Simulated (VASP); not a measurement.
# WF2 (P-3m1) in VASP: further runs

Runs on WF2. Level: PBE. Tasks: single point, relaxation of cell and atoms.

Everything below comes from runs of VASP 6.6.1. Logs are shortened: lines on timing, memory, paths and dates and some standing lists are left out, and cuts for length are marked.

**1. The cell of the first run**

It takes space group P-3m1 (No. 164, trigonal). The conventional cell has a = 2.786 Å, b = 2.786 Å, c = 6.336 Å, α = 90.00°, β = 90.00°, γ = 120.00°. W (site symmetry -3m) has 6 F at 2.22 Å and 6 W at 2.79 Å within 2.9 Å. Within 2.9 Å of F (site symmetry 3m) lie 3 W at 2.22 Å and 6 F at 2.79 Å.

**2. Single point, PBE**

The input, INCAR:

```
PREC = Accurate
ENCUT = 520
EDIFF = 1E-6
ISMEAR = 0
SIGMA = 0.1
LREAL = F
LASPH = T
NELM = 60
ALGO = Normal
ISIF = 2
LWAVE = F
LCHARG = T
GGA = PE
LELF = T
LVHAR = T
NBANDS = 21
```

The input, KPOINTS:

```
Automatic mesh
0
Gamma
  18 18 8
```

The input, POSCAR:

```
WF2
1.0
    2.7856612988      0.0000000000      0.0000000000
   -1.3928306494      2.4124534511      0.0000000000
    0.0000000000      0.0000000000      6.3359421257
W F
1 2
Direct
    0.0000000000      0.0000000000      0.0000000000
    0.3333333333      0.6666666667      0.2414285079
    0.6666666667      0.3333333333      0.7585714921
```

Potentials or basis: VASP PAW PBE potentials, release 64 (W_sv, F).

Launch:

```bash
> cat potpaw_PBE.64/W_sv/POTCAR potpaw_PBE.64/F/POTCAR > POTCAR
> mpirun -np 1 vasp_std > vasp.out
```

OUTCAR:

```text
PREC = Accurate
   ENCUT = 520
   EDIFF = 1E-6
   ISMEAR = 0
   LREAL = F
   LASPH = T
   NELM = 60
   ISIF = 2
   GGA = PE

 ion  position               nearest neighbor table
   1  0.000  0.000  0.000-   2 2.22   3 2.22   3 2.22   2 2.22   3 2.22   2 2.22
   2  0.333  0.667  0.241-   1 2.22   1 2.22   1 2.22
   3  0.667  0.333  0.759-   1 2.22   1 2.22   1 2.22

  LATTYP: Found a hexagonal cell.
 ALAT       =     2.7856612988
 C/A-ratio  =     2.2744840259

  Lattice vectors:

 A1 = (   2.7856612988,   0.0000000000,   0.0000000000)
 A2 = (  -1.3928306494,   2.4124534511,   0.0000000000)
 A3 = (   0.0000000000,   0.0000000000,   6.3359421257)

Analysis of symmetry for initial positions (statically):
=====================================================================
 Subroutine PRICEL returns:
 Original cell was already a primitive cell.

 Routine SETGRP: Setting up the symmetry group for a
 hexagonal supercell.

 Subroutine GETGRP returns: Found 12 space group operations
 (whereof 12 operations were pure point group operations)
 out of a pool of 24 trial point group operations.

The static configuration has the point symmetry D_3d.

Analysis of symmetry for dynamics (positions and initial velocities):
=====================================================================
 Subroutine PRICEL returns:
 Original cell was already a primitive cell.

 Routine SETGRP: Setting up the symmetry group for a
 hexagonal supercell.

 Subroutine GETGRP returns: Found 12 space group operations
 (whereof 12 operations were pure point group operations)
 out of a pool of 24 trial point group operations.

The dynamic configuration has the point symmetry D_3d.

 Subroutine INISYM returns: Found 12 space group operations
 (whereof 12 operations are pure point group operations),
 and found     1 'primitive' translations

----------------------------------------------------------------------------------------

                                     Primitive cell

  volume of cell :      42.5793

  direct lattice vectors                    reciprocal lattice vectors
     2.785661299  0.000000000  0.000000000     0.358981187  0.207257885  0.000000000
    -1.392830649  2.412453451  0.000000000     0.000000000  0.414515770  0.000000000
     0.000000000  0.000000000  6.335942126     0.000000000  0.000000000  0.157829724

  length of vectors
     2.785661299  2.785661299  6.335942126     0.414515770  0.414515770  0.157829724

  position of ions in fractional coordinates (direct lattice)
     0.000000000  0.000000000  0.000000000
     0.333333333  0.666666667  0.241428508
     0.666666667  0.333333333  0.758571492

  ion indices of the primitive-cell ions
   primitive index   ion index
                 1           1
                 2           2
                 3           3

----------------------------------------------------------------------------------------

 KPOINTS: Automatic mesh

Automatic generation of k-mesh.
 Grid dimensions read from file:
 generate k-points for:   18   18    8

 Generating k-lattice:

  Cartesian coordinates                     Fractional coordinates (reciprocal lattice)
     0.019943399  0.011514327  0.000000000     0.055555556 -0.000000000  0.000000000
     0.000000000  0.023028654  0.000000000     0.000000000  0.055555556  0.000000000
     0.000000000  0.000000000  0.019728716     0.000000000  0.000000000  0.125000000

  Length of vectors
     0.023028654  0.023028654  0.019728716

  Shift w.r.t. Gamma in fractional coordinates (k-lattice)
     0.000000000  0.000000000  0.000000000

 Subroutine IBZKPT returns following result:
 ===========================================

 Found    266 irreducible k-points:

 Following reciprocal coordinates:
            Coordinates               Weight
  0.000000  0.000000  0.000000      1.000000
  0.055556  0.000000  0.000000      6.000000
  0.111111  0.000000  0.000000      6.000000
  0.166667  0.000000  0.000000      6.000000
  0.222222  0.000000  0.000000      6.000000
  0.277778 -0.000000  0.000000      6.000000
[... 16 lines left out ...]
  0.333333  0.111111  0.000000     12.000000
  0.388889  0.111111  0.000000     12.000000
 [... further k-points ...]
   k-points           NKPTS =    266   k-points in BZ     NKDIM =    266   number of bands    NBANDS=     21
   number of dos      NEDOS =    301   number of ions     NIONS =      3
   total plane-waves  NPLWV =  27648
   dimension x,y,z NGX =    24 NGY =   24 NGZ =   48
   dimension x,y,z NGXF=    48 NGYF=   48 NGZF=   96
   ions per type =               1   2
   NGX,Y,Z   is equivalent  to a cutoff of  14.32, 14.32, 12.59 a.u.
   NGXF,Y,Z  is equivalent  to a cutoff of  28.65, 28.65, 25.19 a.u.
 SYSTEM =  unknown system
   PREC   = accura    normal or accurate (medium, high low for compatibility)
   ISTART =      0    job   : 0-new  1-cont  2-samecut
   ICHARG =      2    charge: 1-file 2-atom 10-const
   ISPIN  =      1    spin polarized calculation?
   LNONCOLLINEAR =      F non collinear calculations
   LSORBIT =      F    spin-orbit coupling
   LASPH  =      T    aspherical Exc in radial PAW
   ENCUT  =  520.0 eV  38.22 Ry    6.18 a.u.   5.18  5.18 11.78*2*pi/ulx,y,z
   NELM   =     60;   NELMIN=  2; NELMDL= -5     # of ELM steps
   EDIFF  = 0.1E-05   stopping-criterion for ELM
   LREAL  =      F    real-space projection
   EDIFFG = 0.1E-04   stopping-criterion for IOM
   NSW    =      0    number of steps for IOM
   IBRION =     -1    ionic relax: 0-MD 1-quasi-New 2-CG
   NFREE  =      0    steps in history (QN), initial steepest desc. (CG)
   ISIF   =      2    stress and relaxation
   ISYM   =      2    0-nonsym 1-usesym 2-fastsym
   POTIM  = 0.5000    time-step for ionic-motion
   TEBEG  =    0.0;   TEEND  =   0.0 temperature during run
   PSTRESS=    0.0 pullay stress
   NELECT =      28.0000    total number of electrons
   NUPDOWN=      -1.0000    fix difference up-down
   EMIN   =  10.00;   EMAX   =-10.00  energy-range for DOS
   EFERMI =   0.00;   METHOD = LEGACY
   ISMEAR =     0;   SIGMA  =   0.10  broadening in eV -4-tet -1-fermi 0-gaus
   EFERMI_NEDOS =   21; number of points for ismear=-14 and -15
   IALGO  =     38    algorithm
   IMIX   =      4    mixing-type and parameters
     AMIX     =   0.40;   BMIX     =  1.00
     AMIX_MAG =   1.60;   BMIX_MAG =  1.00
  volume/ion in A,a.u.               =      14.19        95.78
  Fermi-wavevector in a.u.,A,eV,Ry     =   1.423622  2.690255 27.574922  2.026700
  Thomas-Fermi vector in A             =   2.544200
   LORBIT       =      0    0 simple, 1 ext, 2 COOP (PROOUT), +10 PAW based schemes
   GGA     = PE    functional components
   LHFCALC =     F    Hartree Fock is set to
   AEXX    =    0.0000 exact exchange contribution
   IVDW    =     0    specifies the selected vdW correction
   LEPSILON=     F    determine dielectric tensor
   LRPA    =     F    only Hartree local field effects (RPA)
 non-spin polarized calculation
 Gauss-broadening in eV      SIGMA  =   0.10
  energy-cutoff  :      520.00
  volume of cell :       42.58
 maximum number of plane-waves:      1165
 NGX is ok and might be reduce to    24
   NGX = 11   NGY = 11   NGZ = 23

 number of electron      28.0000004 magnetization

 Free energy of the ion-electron system (eV)
  ---------------------------------------------------
  ext. energy  EPLUGINS =         0.00000000
  ---------------------------------------------------
  free energy    TOTEN  =       -20.19868982 eV

  energy without entropy =      -20.19553808  energy(sigma->0) =      -20.19711395

 E-fermi :   5.8303     XC(G=0): -10.0702

 val. band max:        5.8143748613   @ k =   0.0000   0.0000   0.5000
 cond. band min:       5.8488107327   @ k =   0.0556   0.0556   0.1250
 fundamental gap:      0.0344358714
 Fermi energy:         5.8302522070

 k-point     1 :       0.0000    0.0000    0.0000
  band No.  band energies     occupation
      1     -70.2803      2.00000
      2     -35.0728      2.00000
      3     -33.7324      2.00000
      4     -33.7324      2.00000
      5     -21.4728      2.00000
      6     -20.9875      2.00000
[... 13 lines left out ...]
     20      11.5578      0.00000
     21      18.5452      0.00000

 k-point     2 :       0.0556    0.0000    0.0000
  band No.  band energies     occupation
      1     -70.2774      2.00000
      2     -35.0657      2.00000
      3     -33.7697      2.00000
      4     -33.7404      2.00000
      5     -21.4502      2.00000
      6     -20.9868      2.00000
[... 13 lines left out ...]
     20      11.5890      0.00000
     21      18.7350      0.00000

 k-point     3 :       0.1111    0.0000    0.0000
  band No.  band energies     occupation
      1     -70.2691      2.00000
      2     -35.0455      2.00000
      3     -33.8761      2.00000
      4     -33.7636      2.00000
      5     -21.3859      2.00000
      6     -20.9844      2.00000
[... 13 lines left out ...]
     20      11.7854      0.00000
     21      19.2463      0.00000

 k-point     4 :       0.1667    0.0000    0.0000
  band No.  band energies     occupation
      1     -70.2565      2.00000
      2     -35.0143      2.00000
      3     -34.0361      2.00000
      4     -33.7989      2.00000
      5     -21.2899      2.00000
      6     -20.9796      2.00000
[... 13 lines left out ...]
     20      12.7147      0.00000
     21      19.8046      0.00000

 k-point     5 :       0.2222    0.0000    0.0000
  band No.  band energies     occupation
      1     -70.2409      2.00000
      2     -34.9758      2.00000
      3     -34.2276      2.00000
      4     -33.8419      2.00000
      5     -21.1798      2.00000
      6     -20.9682      2.00000
[... 13 lines left out ...]
     20      13.7329      0.00000
     21      19.3074      0.00000
[... 382 lines left out ...]
     20      15.0268      0.00000
     21      18.4839      0.00000

 k-point    22 :       0.2778    0.1111    0.0000
  band No.  band energies     occupation
      1     -70.2045      2.00000
      2     -34.8855      2.00000
      3     -34.6016      2.00000
      4     -34.0000      2.00000
      5     -21.0007      2.00000
      6     -20.8663      2.00000
[... 13 lines left out ...]
     20      15.9232      0.00000
     21      17.5820      0.00000

 k-point    23 :       0.3333    0.1111    0.0000
  band No.  band energies     occupation
      1     -70.1925      2.00000
      2     -34.8567      2.00000
      3     -34.7254      2.00000
      4     -34.0447      2.00000
      5     -20.9910      2.00000
      6     -20.7845      2.00000
[... 13 lines left out ...]
     20      16.4835      0.00000
     21      16.7574      0.00000

 k-point    24 :       0.3889    0.1111    0.0000
  band No.  band energies     occupation
      1     -70.1847      2.00000
      2     -34.8440      2.00000
      3     -34.7989      2.00000
      4     -34.0736      2.00000
      5     -20.9875      2.00000
      6     -20.7284      2.00000
[... 13 lines left out ...]
     20      15.3949      0.00000
     21      17.0126      0.00000

 [... further k-points ...]

------------------------ aborting loop because EDIFF is reached ----------------------------------------

  FORCE on cell =-STRESS in cart. coord.  units (eV):
  Direction    XX          YY          ZZ          XY          YZ          ZX
  --------------------------------------------------------------------------------------
  -------------------------------------------------------------------------------------
  Total        0.2374236      0.2374236      0.2445489      0.0000000      0.0000000      0.0000000
  in kB        8.9337971      8.9337971      9.2019074      0.0000000      0.0000000      0.0000000
  external PRESSURE =       9.0231672 kB  Pullay stress =       0.0000000 kB

 VOLUME and BASIS-vectors are now :
 -----------------------------------------------------------------------------
  energy-cutoff  :      520.00
  volume of cell :       42.58
      direct lattice vectors                 reciprocal lattice vectors
     2.785661299  0.000000000  0.000000000     0.358981187  0.207257885  0.000000000
    -1.392830649  2.412453451  0.000000000     0.000000000  0.414515770  0.000000000
     0.000000000  0.000000000  6.335942126     0.000000000  0.000000000  0.157829724

 POSITION                                       TOTAL-FORCE (eV/Angst)
 -----------------------------------------------------------------------------------
      0.00000      0.00000      0.00000        -0.000000      0.000000     -0.000000
     -0.00000      1.60830      1.52968        -0.000000      0.000000      0.111949
      1.39283      0.80415      4.80627         0.000000     -0.000000     -0.111949
 -----------------------------------------------------------------------------------
    total drift:                               -0.000000      0.000000     -0.000000

  FREE ENERGIE OF THE ION-ELECTRON SYSTEM (eV)
  ---------------------------------------------------
  free  energy   TOTEN  =       -20.1986898160 eV

  energy  without entropy=      -20.1955380792  energy(sigma->0) =      -20.19711395
```

It took 89 s on 1 thread of AMD EPYC 9R45 (Zen 5), shared host; peak memory 0.3 GiB.

What came out:

```
Free energy            : -20.1987 eV
Pressure               : 0.9 GPa
Largest force          : 0.112 eV/Å
Band gap on the k mesh : zero (bands 14 and 15 overlap by 2.03 eV)
```

Forces in eV/Å, atoms in the order of the input:
```
W    0.000  0.000  0.000
F    0.000  0.000  0.112
F    0.000  0.000 -0.112
```

Levels at points of the mesh, in eV from the Fermi level:
| k point | band 11 | band 12 | band 13 | band 14 | band 15 | band 16 | band 17 | band 18 |
| --- | --- | --- | --- | --- | --- | --- | --- | --- |
| (0.00, 0.00, 0.00) | -7.14 | -7.14 | -4.66 | -1.60 | -1.60 | -0.39 | 1.24 | 1.24 |
| (0.50, 0.00, 0.00) | -8.07 | -7.56 | -4.97 | 0.32 | 1.19 | 1.28 | 3.62 | 4.15 |
| (0.00, 0.00, 0.50) | -7.15 | -7.15 | -4.48 | -1.60 | -1.60 | -0.02 | 1.24 | 1.24 |
| (0.50, 0.00, 0.50) | -7.99 | -7.54 | -4.99 | 0.31 | 1.17 | 1.28 | 3.62 | 4.14 |

Caveat: spin-orbit coupling is left out, which moves the levels of the heavy elements.

**3. Relaxation of cell and atoms, PBE**

This run uses another cell than the first one, of 13.53 Å³/atom.

The input, INCAR:

```
PREC = Accurate ; ENCUT = 600
EDIFF = 1E-6 ; ISMEAR = 0
SIGMA = 0.1 ; LREAL = False
LASPH = True ; NELM = 100
ALGO = Normal ; ISIF = 3
LWAVE = False ; LCHARG = False
GGA = PE ; IBRION = 2
NSW = 100 ; EDIFFG = -0.01
```

KPOINTS is that of step 2.

The input, POSCAR:

```
WF2
1.0
    2.7876367624      0.0000000000      0.0000000000
   -1.3938183812      2.4141642528      0.0000000000
    0.0000000000      0.0000000000      6.0317174714
W F
1 2
Direct
    0.0000000000      0.0000000000      0.0000000000
    0.3333333333      0.6666666667      0.2535265508
    0.6666666667      0.3333333333      0.7464734492
```

Potentials or basis: VASP PAW PBE potentials, release 64 (W_sv, F).

Launch:

```bash
> cat potpaw_PBE.64/W_sv/POTCAR potpaw_PBE.64/F/POTCAR > POTCAR
> mpirun -np 1 vasp_std > vasp.out
```

Wall time 2.7 min (1 thread of AMD EPYC 9R45 (Zen 5), shared host); peak memory 0.33 GiB.

The run converged. Its results:

| Quantity | Value |
| --- | --- |
| Free energy | -20.2017 eV |
| Relaxed volume | 13.59 Å³/atom |
| Relaxed cell | a = 2.791 Å, b = 2.791 Å, c = 6.044 Å, α = 90.00°, β = 90.00°, γ = 120.00° |
| Space group after relaxing (to 0.1 Å) | P-3m1 (No. 164) |
| Energy gained by relaxing | 0.2 meV/atom |
| Ionic steps | 3 |
| Pressure after relaxing | -0.1 GPa |
| Largest force after relaxing | 0.009 eV/Å |
| Band gap on the k mesh | zero (bands 14 and 15 overlap by 2.00 eV) |

Forces on the atoms (eV/Å):
```
W    0.000  0.000  0.000
F    0.000  0.000  0.009
F    0.000  0.000 -0.009
```

Stress tensor (GPa, compression positive):
```
-0.11  0.00  0.00
 0.00 -0.11  0.00
 0.00  0.00  0.06
```

The path:
| step | energy change (eV) | largest force (eV/Å) | pressure (GPa) | volume (Å³) |
| --- | --- | --- | --- | --- |
| 1 | 0.0000 | 0.0951 | 0.78 | 40.59 |
| 2 | 0.0003 | 0.0951 | -1.07 | 40.98 |
| 3 | -0.0006 | 0.0091 | -0.05 | 40.76 |

Final structure:
```cif
data_structure
_symmetry_space_group_name_H-M 'P 1'
_symmetry_Int_Tables_number 1
_cell_length_a 2.7908
_cell_length_b 2.7908
_cell_length_c 6.0438
_cell_angle_alpha 90.000
_cell_angle_beta 90.000
_cell_angle_gamma 120.000
_cell_volume 40.76
loop_
_atom_site_label
_atom_site_type_symbol
_atom_site_fract_x
_atom_site_fract_y
_atom_site_fract_z
_atom_site_occupancy
W1 W 0.00000 0.00000 0.00000 1
F1 F 0.33333 0.66667 0.25387 1
F2 F 0.66667 0.33333 0.74613 1
```

Levels at points of the mesh, in eV from the Fermi level:
```tsv
k point	band 12	band 13	band 14	band 15	band 16	band 17
(0.00, 0.00, 0.00)	-7.09	-4.67	-1.58	-1.58	-0.41	1.23
(0.50, 0.00, 0.00)	-7.51	-4.93	0.30	1.19	1.27	3.60
(0.00, 0.00, 0.50)	-7.10	-4.42	-1.58	-1.58	0.04	1.24
(0.50, 0.00, 0.50)	-7.48	-4.96	0.30	1.15	1.26	3.59
```

Caveat: spin-orbit coupling is left out, which moves the levels of the heavy elements.

The gap in the log of VASP goes by the Fermi energy; the results here count the filled bands.